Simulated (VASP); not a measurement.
# Ti (P6/mmm) in VASP: further runs

Runs on Ti. Level: PBE+D3(BJ). Tasks: single point.

Program: VASP 6.6.1. These are calculated values, not measurements. Logs are shortened: lines on timing, memory, paths and dates and some standing lists are left out, and cuts for length are marked.

## (1) The cell of the first run

Symmetry: P6/mmm, No. 191, hexagonal system. The conventional cell has a = 4.495 Å, b = 4.495 Å, c = 2.784 Å, α = 90.00°, β = 90.00°, γ = 120.00°. Within 3.4 Å of Ti (site symmetry -6m2) lie 11 Ti at 2.60 to 2.95 Å. Ti (site symmetry 6/mmm) has 14 Ti at 2.78 to 2.95 Å within 3.7 Å.

## (2) Single point, PBE+D3(BJ)

INCAR

```
PREC = Accurate ; ENCUT = 520
EDIFF = 1E-6 ; ISMEAR = -1
SIGMA = 0.05 ; LREAL = F
LASPH = T ; NELM = 80
ALGO = Normal ; ISIF = 2
LWAVE = F ; LCHARG = F
GGA = PE ; IVDW = 12
NBANDS = 25
```

KPOINTS

```
Automatic mesh
0
Gamma
  7 7 9
```

POSCAR

```
Ti
1.0
    4.4954701789      0.0000000000      0.0000000000
   -2.2477350894      3.8931913769      0.0000000000
    0.0000000000      0.0000000000      2.7842809214
Ti
3
Direct
    0.6666666667      0.3333333333      0.5000000000
    0.3333333333      0.6666666667      0.5000000000
    0.0000000000      0.0000000000      0.0000000000
```

Potentials or basis: VASP PAW PBE potentials, release 64 (Ti_sv).

Launch:

```sh
> cat potpaw_PBE.64/Ti_sv/POTCAR > POTCAR
> mpirun -np 1 vasp_std > vasp.out
```

OUTCAR:

```text
PREC = Accurate
   ENCUT = 520
   EDIFF = 1E-6
   ISMEAR = -1
   LREAL = F
   LASPH = T
   NELM = 80
   ISIF = 2
   GGA = PE
   IVDW = 12
 IVDW          = 12

 ion  position               nearest neighbor table
   1  0.667  0.333  0.500-   2 2.60   2 2.60   2 2.60
   2  0.333  0.667  0.500-   1 2.60   1 2.60   1 2.60
   3  0.000  0.000  0.000-

  LATTYP: Found a hexagonal cell.
 ALAT       =     4.4954701789
 C/A-ratio  =     0.6193525506

  Lattice vectors:

 A1 = (   4.4954701789,   0.0000000000,   0.0000000000)
 A2 = (  -2.2477350894,   3.8931913769,   0.0000000000)
 A3 = (   0.0000000000,   0.0000000000,   2.7842809214)

Analysis of symmetry for initial positions (statically):
=====================================================================
 Subroutine PRICEL returns:
 Original cell was already a primitive cell.

 Routine SETGRP: Setting up the symmetry group for a
 hexagonal supercell.

 Subroutine GETGRP returns: Found 24 space group operations
 (whereof 24 operations were pure point group operations)
 out of a pool of 24 trial point group operations.

The static configuration has the point symmetry D_6h.

Analysis of symmetry for dynamics (positions and initial velocities):
=====================================================================
 Subroutine PRICEL returns:
 Original cell was already a primitive cell.

 Routine SETGRP: Setting up the symmetry group for a
 hexagonal supercell.

 Subroutine GETGRP returns: Found 24 space group operations
 (whereof 24 operations were pure point group operations)
 out of a pool of 24 trial point group operations.

The dynamic configuration has the point symmetry D_6h.

 Subroutine INISYM returns: Found 24 space group operations
 (whereof 24 operations are pure point group operations),
 and found     1 'primitive' translations

----------------------------------------------------------------------------------------

                                     Primitive cell

  volume of cell :      48.7297

  direct lattice vectors                    reciprocal lattice vectors
     4.495470179  0.000000000  0.000000000     0.222446142  0.128429340  0.000000000
    -2.247735089  3.893191377  0.000000000     0.000000000  0.256858680  0.000000000
     0.000000000  0.000000000  2.784280921     0.000000000  0.000000000  0.359159161

  length of vectors
     4.495470179  4.495470179  2.784280921     0.256858680  0.256858680  0.359159161

  position of ions in fractional coordinates (direct lattice)
     0.666666667  0.333333333  0.500000000
     0.333333333  0.666666667  0.500000000
     0.000000000  0.000000000  0.000000000

  ion indices of the primitive-cell ions
   primitive index   ion index
                 1           1
                 2           2
                 3           3

----------------------------------------------------------------------------------------

 KPOINTS: Automatic mesh

Automatic generation of k-mesh.
 Grid dimensions read from file:
 generate k-points for:    7    7    9

 Generating k-lattice:

  Cartesian coordinates                     Fractional coordinates (reciprocal lattice)
     0.031778020  0.018347049  0.000000000     0.142857143  0.000000000  0.000000000
     0.000000000  0.036694097  0.000000000     0.000000000  0.142857143  0.000000000
     0.000000000  0.000000000  0.039906573     0.000000000  0.000000000  0.111111111

  Length of vectors
     0.036694097  0.036694097  0.039906573

  Shift w.r.t. Gamma in fractional coordinates (k-lattice)
     0.000000000  0.000000000  0.000000000

 Subroutine IBZKPT returns following result:
 ===========================================

 Found     40 irreducible k-points:

 Following reciprocal coordinates:
            Coordinates               Weight
  0.000000  0.000000  0.000000      1.000000
  0.142857  0.000000  0.000000      6.000000
  0.285714  0.000000  0.000000      6.000000
  0.428571  0.000000  0.000000      6.000000
  0.142857  0.142857  0.000000      6.000000
  0.285714  0.142857  0.000000     12.000000
[... 16 lines left out ...]
  0.428571  0.142857  0.222222     12.000000
  0.285714  0.285714  0.222222     12.000000
 [... further k-points ...]
   k-points           NKPTS =     40   k-points in BZ     NKDIM =     40   number of bands    NBANDS=     25
   number of dos      NEDOS =    301   number of ions     NIONS =      3
   total plane-waves  NPLWV =  31104
   dimension x,y,z NGX =    36 NGY =   36 NGZ =   24
   dimension x,y,z NGXF=    72 NGYF=   72 NGZF=   48
   ions per type =               3
   NGX,Y,Z   is equivalent  to a cutoff of  13.31, 13.31, 14.33 a.u.
   NGXF,Y,Z  is equivalent  to a cutoff of  26.63, 26.63, 28.66 a.u.
 SYSTEM =  unknown system
   PREC   = accura    normal or accurate (medium, high low for compatibility)
   ISTART =      0    job   : 0-new  1-cont  2-samecut
   ICHARG =      2    charge: 1-file 2-atom 10-const
   ISPIN  =      1    spin polarized calculation?
   LNONCOLLINEAR =      F non collinear calculations
   LSORBIT =      F    spin-orbit coupling
   LASPH  =      T    aspherical Exc in radial PAW
   ENCUT  =  520.0 eV  38.22 Ry    6.18 a.u.   8.36  8.36  5.18*2*pi/ulx,y,z
   NELM   =     80;   NELMIN=  2; NELMDL= -5     # of ELM steps
   EDIFF  = 0.1E-05   stopping-criterion for ELM
   LREAL  =      F    real-space projection
   EDIFFG = 0.1E-04   stopping-criterion for IOM
   NSW    =      0    number of steps for IOM
   IBRION =     -1    ionic relax: 0-MD 1-quasi-New 2-CG
   NFREE  =      0    steps in history (QN), initial steepest desc. (CG)
   ISIF   =      2    stress and relaxation
   ISYM   =      2    0-nonsym 1-usesym 2-fastsym
   POTIM  = 0.5000    time-step for ionic-motion
   TEBEG  =    0.0;   TEEND  =   0.0 temperature during run
   PSTRESS=    0.0 pullay stress
   NELECT =      36.0000    total number of electrons
   NUPDOWN=      -1.0000    fix difference up-down
   EMIN   =  10.00;   EMAX   =-10.00  energy-range for DOS
   EFERMI =   0.00;   METHOD = LEGACY
   ISMEAR =    -1;   SIGMA  =   0.05  broadening in eV -4-tet -1-fermi 0-gaus
   EFERMI_NEDOS =   21; number of points for ismear=-14 and -15
   IALGO  =     38    algorithm
   IMIX   =      4    mixing-type and parameters
     AMIX     =   0.40;   BMIX     =  1.00
     AMIX_MAG =   1.60;   BMIX_MAG =  1.00
  volume/ion in A,a.u.               =      16.24       109.61
  Fermi-wavevector in a.u.,A,eV,Ry     =   1.479941  2.796683 29.799819  2.190225
  Thomas-Fermi vector in A             =   2.594036
   LORBIT       =      0    0 simple, 1 ext, 2 COOP (PROOUT), +10 PAW based schemes
   GGA     = PE    functional components
   LHFCALC =     F    Hartree Fock is set to
   AEXX    =    0.0000 exact exchange contribution
   IVDW    =    12    specifies the selected vdW correction
   LEPSILON=     F    determine dielectric tensor
   LRPA    =     F    only Hartree local field effects (RPA)
 non-spin polarized calculation
  energy-cutoff  :      520.00
  volume of cell :       48.73
 maximum number of plane-waves:      1337
 NGX is ok and might be reduce to    36
   NGX = 17   NGY = 17   NGZ = 11

 number of electron      36.0000012 magnetization

 Free energy of the ion-electron system (eV)
  ---------------------------------------------------
  ext. energy  EPLUGINS =         0.00000000
  ---------------------------------------------------
  free energy    TOTEN  =       -23.48478830 eV

  energy without entropy =      -23.46263408  energy(sigma->0) =      -23.47371119

 E-fermi :   8.9493     XC(G=0): -11.8167

 val. band max:        8.9455607976   @ k =   0.4286   0.1429   0.3333
 cond. band min:       8.9828336740   @ k =   0.4286   0.1429   0.2222
 fundamental gap:      0.0372728764
 Fermi energy:         8.9492928643

 k-point     1 :       0.0000    0.0000    0.0000
  band No.  band energies     occupation
      1     -47.8374      2.00000
      2     -47.5833      2.00000
      3     -47.3907      2.00000
      4     -24.1694      2.00000
      5     -24.1694      2.00000
      6     -24.1000      2.00000
[... 17 lines left out ...]
     24      10.8822      0.00000
     25      10.9517      0.00000

 k-point     2 :       0.1429    0.0000    0.0000
  band No.  band energies     occupation
      1     -47.8331      2.00000
      2     -47.5784      2.00000
      3     -47.4003      2.00000
      4     -24.2504      2.00000
      5     -24.2266      2.00000
      6     -24.0166      2.00000
[... 17 lines left out ...]
     24      10.5739      0.00000
     25      11.4075      0.00000

 k-point     3 :       0.2857    0.0000    0.0000
  band No.  band energies     occupation
      1     -47.8237      2.00000
      2     -47.5629      2.00000
      3     -47.4262      2.00000
      4     -24.3354      2.00000
      5     -24.2272      2.00000
      6     -23.9260      2.00000
[... 17 lines left out ...]
     24      10.9671      0.00000
     25      11.8854      0.00000

 k-point     4 :       0.4286    0.0000    0.0000
  band No.  band energies     occupation
      1     -47.8165      2.00000
      2     -47.5411      2.00000
      3     -47.4559      2.00000
      4     -24.3827      2.00000
      5     -24.1571      2.00000
      6     -23.9317      2.00000
[... 17 lines left out ...]
     24      11.3247      0.00000
     25      11.5843      0.00000

 k-point     5 :       0.1429    0.1429    0.0000
  band No.  band energies     occupation
      1     -47.8262      2.00000
      2     -47.5679      2.00000
      3     -47.4183      2.00000
      4     -24.2831      2.00000
      5     -24.2706      2.00000
      6     -23.9633      2.00000
[... 17 lines left out ...]
     24      10.8150      0.00000
     25      11.7734      0.00000

 k-point     6 :       0.2857    0.1429    0.0000
  band No.  band energies     occupation
      1     -47.8183      2.00000
      2     -47.5465      2.00000
      3     -47.4485      2.00000
      4     -24.3305      2.00000
      5     -24.2277      2.00000
      6     -23.9728      2.00000
[... 17 lines left out ...]
     24      11.3139      0.00000
     25      11.5163      0.00000
[... 393 lines left out ...]
 k-point    21 :       0.1429    0.1429    0.2222
  band No.  band energies     occupation
      1     -47.7944      2.00000
      2     -47.5446      2.00000
      3     -47.3918      2.00000
      4     -24.2324      2.00000
      5     -24.1987      2.00000
      6     -23.9926      2.00000
[... 17 lines left out ...]
     24      10.8441      0.00000
     25      11.8576      0.00000

 k-point    22 :       0.2857    0.1429    0.2222
  band No.  band energies     occupation
      1     -47.7895      2.00000
      2     -47.5203      2.00000
      3     -47.4217      2.00000
      4     -24.2667      2.00000
      5     -24.1878      2.00000
      6     -24.0345      2.00000
[... 17 lines left out ...]
     24      11.2554      0.00000
     25      11.5842      0.00000

 k-point    23 :       0.4286    0.1429    0.2222
  band No.  band energies     occupation
      1     -47.7875      2.00000
      2     -47.5012      2.00000
      3     -47.4432      2.00000
      4     -24.2805      2.00000
      5     -24.1453      2.00000
      6     -24.0922      2.00000
[... 17 lines left out ...]
     24      11.4812      0.00000
     25      11.6831      0.00000

 k-point    24 :       0.2857    0.2857    0.2222
  band No.  band energies     occupation
      1     -47.7872      2.00000
      2     -47.4920      2.00000
      3     -47.4527      2.00000
      4     -24.2366      2.00000
      5     -24.1795      2.00000
      6     -24.1219      2.00000
[... 17 lines left out ...]
     24      11.6755      0.00000
     25      11.7097      0.00000

 [... further k-points ...]

------------------------ aborting loop because EDIFF is reached ----------------------------------------

 Edisp (eV)   -1.93439

 E8    (eV) :    -0.9184

  FORCE on cell =-STRESS in cart. coord.  units (eV):
  Direction    XX          YY          ZZ          XY          YZ          ZX
  --------------------------------------------------------------------------------------
  -------------------------------------------------------------------------------------
  Total      -0.09000    -0.09000    -0.09037    -0.00000     0.00000     0.00000
  in kB      -2.95917    -2.95917    -2.97141    -0.00000     0.00000     0.00000
  external pressure =       -2.96 kB  Pullay stress =        0.00 kB

 VOLUME and BASIS-vectors are now :
 -----------------------------------------------------------------------------
  energy-cutoff  :      520.00
  volume of cell :       48.73
      direct lattice vectors                 reciprocal lattice vectors
     4.495470179  0.000000000  0.000000000     0.222446142  0.128429340  0.000000000
    -2.247735089  3.893191377  0.000000000     0.000000000  0.256858680  0.000000000
     0.000000000  0.000000000  2.784280921     0.000000000  0.000000000  0.359159161

 POSITION                                       TOTAL-FORCE (eV/Angst)
 -----------------------------------------------------------------------------------
      2.24774      1.29773      1.39214        -0.000000      0.000000     -0.000000
     -0.00000      2.59546      1.39214         0.000000     -0.000000      0.000000
      0.00000      0.00000      0.00000        -0.000000      0.000000     -0.000000
 -----------------------------------------------------------------------------------
    total drift:                                0.000000      0.000000     -0.000000

  FREE ENERGIE OF THE ION-ELECTRON SYSTEM (eV)
  ---------------------------------------------------
  free  energy   TOTEN  =       -25.4191800479 eV

  energy  without entropy=      -25.3970258297  energy(sigma->0) =      -25.40810294
```

Wall time 30 s (1 thread of AMD EPYC 9R45 (Zen 5), shared host); peak memory 0.17 GiB.

Results:

```
Free energy                : -25.4192 eV
Pressure                   : -0.3 GPa
Band gap on the k mesh     : zero (band 18 reaches 9.15 eV, above the bottom of band 19 at 8.85 eV)
Dispersion energy per atom : -0.645 eV
```

Caveat: pairwise dispersion overbinds metals, which lowers pressure and volume.

## (3) Single point, PBE+D3(BJ)

This run uses another cell than the first one, of 16.41 Å³/atom, 1.010 times its volume.

INCAR

```
SYSTEM = Ti
PREC     = Accurate       ! precision mode
ENCUT    = 520            ! plane-wave cutoff, eV
EDIFF    = 1E-6           ! SCF threshold, eV
ISMEAR   = -1             ! smearing method
SIGMA    = 0.05           ! smearing width, eV
LREAL    = .False.        ! projectors in reciprocal space
LASPH    = .True.         ! aspherical terms in the spheres
NELM     = 60             ! most SCF steps
ALGO     = Normal         ! electronic algorithm
ISIF     = 2              ! what is computed and relaxed
LWAVE    = .False.        ! write WAVECAR
LCHARG   = .False.        ! write CHGCAR
GGA      = PE             ! functional
IVDW     = 12             ! dispersion correction
NBANDS   = 25             ! bands
```

KPOINTS

```
regular mesh
0
Gamma
  7 7 9
  0 0 0
```

POSCAR

```
Ti
1.0
    4.5116531154      0.0000000000      0.0000000000
   -2.2558265577      3.9072062110      0.0000000000
    0.0000000000      0.0000000000      2.7924369288
Ti
3
Direct
    0.6666666667      0.3333333333      0.5000000000
    0.3333333333      0.6666666667      0.5000000000
    0.0000000000      0.0000000000      0.0000000000
```

Potentials or basis: VASP PAW PBE potentials, release 64 (Ti_sv).

Launch:

```sh
> cat potpaw_PBE.64/Ti_sv/POTCAR > POTCAR
> mpirun -np 1 vasp_std > vasp.out
```

Run time: 29 s. Hardware: 1 thread of AMD EPYC 9R45 (Zen 5), shared host; peak memory 0.17 GiB.

It converged, with:

```yaml
Free_energy: -25.4166 eV
Pressure: -1.4 GPa
Band_gap_on_the_k_mesh: zero (band 18 reaches 9.04 eV, above the bottom of band 19 at 8.74 eV)
Dispersion_energy_per_atom: -0.638 eV
```

Levels at points of the mesh, in eV from the Fermi level:
| k point | band 16 | band 17 | band 18 | band 19 | band 20 | band 21 |
| --- | --- | --- | --- | --- | --- | --- |
| (0.00, 0.00, 0.00) | -0.71 | -0.62 | -0.62 | -0.02 | 0.71 | 1.34 |

Caveat: three body term missing; pairwise dispersion overbinds metals, which lowers pressure and volume.
